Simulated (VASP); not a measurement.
# CdS (Hawleyite) (F-43m) in VASP: further runs, part 2 of 2

VASP 6.6.1. Earlier steps stand in the parts before.

### Step 3. Single point, RPBE

This run uses another cell than the first one, of 28.53 Å³/atom, 1.020 times its volume.

Contents of INCAR:

```
PREC     = Accurate       # precision mode
ENCUT    = 520            # plane-wave cutoff, eV
EDIFF    = 1E-7           # SCF threshold, eV
ISMEAR   = -1             # smearing method
SIGMA    = 0.15           # smearing width, eV
LREAL    = F              # projectors in reciprocal space
LASPH    = T              # aspherical terms in the spheres
NELM     = 80             # most SCF steps
ALGO     = Normal         # electronic algorithm
ISIF     = 2              # what is computed and relaxed
LWAVE    = F              # write WAVECAR
LCHARG   = T              # write CHGCAR
GGA      = RP             # functional
LELF     = T              # ELF
LVHAR    = T            
NBANDS   = 16             # bands
```

Contents of KPOINTS:

```
Automatic mesh
0
Gamma
  8 8 8
```

Contents of POSCAR:

```
CdS
1.0
    0.0000000000      3.0555865818      3.0555865818
    3.0555865818      0.0000000000      3.0555865818
    3.0555865818      3.0555865818      0.0000000000
Cd S
1 1
Direct
    0.0000000000      0.0000000000      0.0000000000
    0.7500000000      0.7500000000      0.7500000000
```

Potentials or basis: VASP PAW PBE potentials, release 64 (Cd, S).

Command:

```bash
$ cat potpaw_PBE.64/Cd/POTCAR potpaw_PBE.64/S/POTCAR > POTCAR
$ mpirun -np 1 vasp_std > vasp.out
```

It took 43 s on 1 thread of Intel Xeon 8259CL, shared host; peak memory 0.19 GiB.

Results (log left out):

```yaml
Free_energy: -5.5119 eV
Pressure: -2.0 GPa
Band_gap_on_the_k_mesh: 1.01 eV, direct
```

Levels at points of the mesh, in eV from the valence-band top:
```
           k point  band 6  band 7  band 8  band 9  band 10  band 11  band 12  band 13
(0.00, 0.00, 0.00)   -7.04    0.00    0.00    0.00     1.01     6.61     6.61     6.61
(0.50, 0.00, 0.00)   -6.76   -3.57   -0.56   -0.56     2.90     7.06     7.06     7.24
(0.50, 0.50, 0.00)   -6.71   -3.33   -1.42   -1.42     3.96     4.19     8.94    10.08
```

Caveat: the PAW data sets were made with another functional, which shifts forces and pressure a little.

### Step 4. Single point, RPBE

This run uses another cell than the first one, of 29.10 Å³/atom, 1.041 times its volume.

Contents of INCAR:

```
SYSTEM = CdS
PREC = Accurate ; ENCUT = 520
EDIFF = 1E-6 ; ISMEAR = -1
SIGMA = 0.15 ; LREAL = .FALSE.
LASPH = .TRUE. ; NELM = 60
ALGO = Normal ; ISIF = 2
LWAVE = .FALSE. ; LCHARG = .FALSE.
GGA = RP ; NBANDS = 16
```

Contents of KPOINTS:

```
Automatic mesh
0
G
  8 8 8
  0 0 0
```

Contents of POSCAR:

```
CdS
1.0
    0.0000000000      3.0758228443      3.0758228443
    3.0758228443      0.0000000000      3.0758228443
    3.0758228443      3.0758228443      0.0000000000
Cd S
1 1
Direct
    0.0000000000      0.0000000000      0.0000000000
    0.7500000000      0.7500000000      0.7500000000
```

Potentials or basis: VASP PAW PBE potentials, release 64 (Cd, S).

Command:

```bash
$ cat potpaw_PBE.64/Cd/POTCAR potpaw_PBE.64/S/POTCAR > POTCAR
$ mpirun -np 1 vasp_std > vasp.out
```

OUTCAR:

```text
SYSTEM = CdS
   PREC = Accurate
   ENCUT = 520
   EDIFF = 1E-6
   ISMEAR = -1
   LREAL = .FALSE.
   LASPH = .TRUE.
   NELM = 60
   ISIF = 2
   GGA = RP

 ion  position               nearest neighbor table
   1  0.000  0.000  0.000-   2 2.66   2 2.66   2 2.66   2 2.66
   2  0.750  0.750  0.750-   1 2.66   1 2.66   1 2.66   1 2.66

  LATTYP: Found a face centered cubic cell.
 ALAT       =     6.1516456886

  Lattice vectors:

 A1 = (   0.0000000000,   3.0758228443,   3.0758228443)
[... 624 lines left out ...]
      3      -6.9667      2.00000
      4      -6.8135      2.00000
      5      -6.7853      2.00000
      6      -6.4700      2.00000
[... 8 lines left out ...]
     15      12.1662      0.00000
     16      12.8779      0.00000

 [... further k-points ...]
[... 5 lines left out ...]
  --------------------------------------------------------------------------------------
  -------------------------------------------------------------------------------------
  Total       -0.9678983     -0.9678983     -0.9678983     -0.0000000     -0.0000000      0.0000000
  in kB      -26.6456524    -26.6456524    -26.6456524     -0.0000000     -0.0000000      0.0000000
  external PRESSURE =     -26.6456524 kB  Pullay stress =       0.0000000 kB

 VOLUME and BASIS-vectors are now :
 -----------------------------------------------------------------------------
  energy-cutoff  :      520.00
  volume of cell :       58.20
      direct lattice vectors                 reciprocal lattice vectors
     0.000000000  3.075822844  3.075822844    -0.162558127  0.162558127  0.162558127
     3.075822844  0.000000000  3.075822844     0.162558127 -0.162558127  0.162558127
     3.075822844  3.075822844  0.000000000     0.162558127  0.162558127 -0.162558127

 POSITION                                       TOTAL-FORCE (eV/Angst)
 -----------------------------------------------------------------------------------
      0.00000      0.00000      0.00000         0.000000      0.000000      0.000000
      4.61373      4.61373      4.61373        -0.000000     -0.000000     -0.000000
 -----------------------------------------------------------------------------------
    total drift:                                0.000001      0.000001      0.000001

  FREE ENERGIE OF THE ION-ELECTRON SYSTEM (eV)
  ---------------------------------------------------
  free  energy   TOTEN  =        -5.4955278971 eV

  energy  without entropy=       -5.4942563075  energy(sigma->0) =       -5.49489210
```

stdout:

```text
POSCAR found type information on POSCAR CdS
 POSCAR found :  2 types and       2 ions
 scaLAPACK will be used
 -----------------------------------------------------------------------------
|                                                                             |
|                                                                             |
|     You enforced a specific xc type in the INCAR file but a different       |
|     I HOPE YOU KNOW WHAT YOU ARE DOING!                                     |
|                                                                             |
 -----------------------------------------------------------------------------

 LDA part: xc-table for (Slater+PW92), standard interpolation
 POSCAR, INCAR and KPOINTS ok, starting setup
 FFT: planning ... GRIDC
 FFT: planning ... GRID_SOFT
 FFT: planning ... GRID
 WAVECAR not read
 entering main loop
```

Wall time 33 s (1 thread of Intel Xeon 8259CL, shared host); peak memory 0.18 GiB.

What came out:

| Item | Value |
| --- | --- |
| Free energy | -5.4955 eV |
| Pressure | -2.7 GPa |
| Band gap on the k mesh | 0.97 eV, direct |

Caveat: the PAW data sets were made with another functional, which shifts forces and pressure a little. Expect the measured gap to be larger: semilocal functionals such as RPBE lack the derivative discontinuity.

### Step 5. Single point, RPBE

This run uses another cell than the first one, of 29.67 Å³/atom, 1.061 times its volume.

Contents of INCAR:

```
SYSTEM = CdS
PREC = Accurate
ENCUT = 520
EDIFF = 1E-6
ISMEAR = -1
SIGMA = 0.15
LREAL = .False.
LASPH = .True.
NELM = 80
ALGO = Normal
ISIF = 2
LWAVE = .False.
LCHARG = .False.
GGA = RP
NBANDS = 16
```

Contents of KPOINTS:

```
regular mesh
0
Gamma
  8 8 8
  0 0 0
```

Contents of POSCAR:

```
CdS
1.0
    0.0000000000      3.0957962795      3.0957962795
    3.0957962795      0.0000000000      3.0957962795
    3.0957962795      3.0957962795      0.0000000000
Cd S
1 1
Direct
    0.0000000000      0.0000000000      0.0000000000
    0.7500000000      0.7500000000      0.7500000000
```

Command:

```bash
$ cat potpaw_PBE.64/Cd/POTCAR potpaw_PBE.64/S/POTCAR > POTCAR
$ mpirun -np 1 vasp_std > vasp.out
```

Run time: 57 s. Hardware: 1 thread of Intel Xeon 8259CL, shared host; peak memory 0.21 GiB.

Results (log left out):

```yaml
Free_energy: -5.4744 eV
Pressure: -3.3 GPa
Band_gap_on_the_k_mesh: 0.92 eV, direct
```

Levels at points of the mesh, in eV from the valence-band top:
| k point | band 7 | band 8 | band 9 | band 10 | band 11 | band 12 |
| --- | --- | --- | --- | --- | --- | --- |
| (0.00, 0.00, 0.00) | 0.00 | 0.00 | 0.00 | 0.92 | 6.59 | 6.59 |
| (0.50, 0.00, 0.00) | -3.38 | -0.52 | -0.52 | 2.82 | 7.03 | 7.03 |
| (0.50, 0.50, 0.00) | -3.18 | -1.32 | -1.32 | 4.00 | 4.09 | 8.81 |

Caveat: the PAW data sets were made with another functional, which shifts forces and pressure a little.

### Step 6. Single point, RPBE

This run uses another cell than the first one, of 30.24 Å³/atom, 1.082 times its volume.

Contents of INCAR:

```
  ALGO = Normal
  EDIFF = 1E-7
  ENCUT = 520
  GGA = RP
  ISIF = 2
  ISMEAR = -1
  LASPH = T
  LCHARG = F
  LREAL = F
  LWAVE = F
  NBANDS = 16
  NELM = 100
  PREC = Accurate
  SIGMA = 0.15
```

Contents of KPOINTS:

```
k-points
0
Gamma
  8 8 8
```

Contents of POSCAR:

```
CdS
1.0
    0.0000000000      3.1155152588      3.1155152588
    3.1155152588      0.0000000000      3.1155152588
    3.1155152588      3.1155152588      0.0000000000
Cd S
1 1
Direct
    0.0000000000      0.0000000000      0.0000000000
    0.7500000000      0.7500000000      0.7500000000
```

Potentials or basis: VASP PAW PBE potentials, release 64 (Cd, S).

Command:

```bash
$ cat potpaw_PBE.64/Cd/POTCAR potpaw_PBE.64/S/POTCAR > POTCAR
$ mpirun -np 1 vasp_std > vasp.out
```

Run time: 59 s. Hardware: 1 thread of Intel Xeon 8259CL, shared host; peak memory 0.21 GiB.

It converged, with:

```
Free energy            : -5.4490 eV
Pressure               : -3.9 GPa
Band gap on the k mesh : 0.88 eV, direct
```

Levels at points of the mesh, in eV from the valence-band top:
| k point | band 7 | band 8 | band 9 | band 10 | band 11 | band 12 |
| --- | --- | --- | --- | --- | --- | --- |
| (0.00, 0.00, 0.00) | 0.00 | 0.00 | 0.00 | 0.88 | 6.58 | 6.58 |
| (0.50, 0.00, 0.00) | -3.30 | -0.50 | -0.50 | 2.78 | 7.01 | 7.01 |
| (0.50, 0.50, 0.00) | -3.12 | -1.27 | -1.27 | 4.02 | 4.03 | 8.75 |

Caveat: the PAW data sets were made with another functional, which shifts forces and pressure a little. RPBE gaps usually lie below the measured ones, often by a third to a half.

### Step 7. Overview

```tsv
cell	gap on the mesh (eV)	pressure (GPa)
a = 4.292 Å, angles 60.0°, 2 atoms	1.06	-1.2
a = 4.321 Å, angles 60.0°, 2 atoms	1.01	-2.0
a = 4.350 Å, angles 60.0°, 2 atoms	0.97	-2.7
a = 4.378 Å, angles 60.0°, 2 atoms	0.92	-3.3
a = 4.406 Å, angles 60.0°, 2 atoms	0.88	-3.9
```

Alike in all rows: task single point; level RPBE; potentials or basis VASP PAW PBE potentials, release 64 (Cd, S); no spin polarisation; k mesh 8 × 8 × 8; cutoff (eV) 520; smearing fermi-dirac 0.15 eV.

Caveats: the PAW data sets were made with another functional, which shifts forces and pressure a little.

Absolute energies hang on the potentials; compare differences alone.
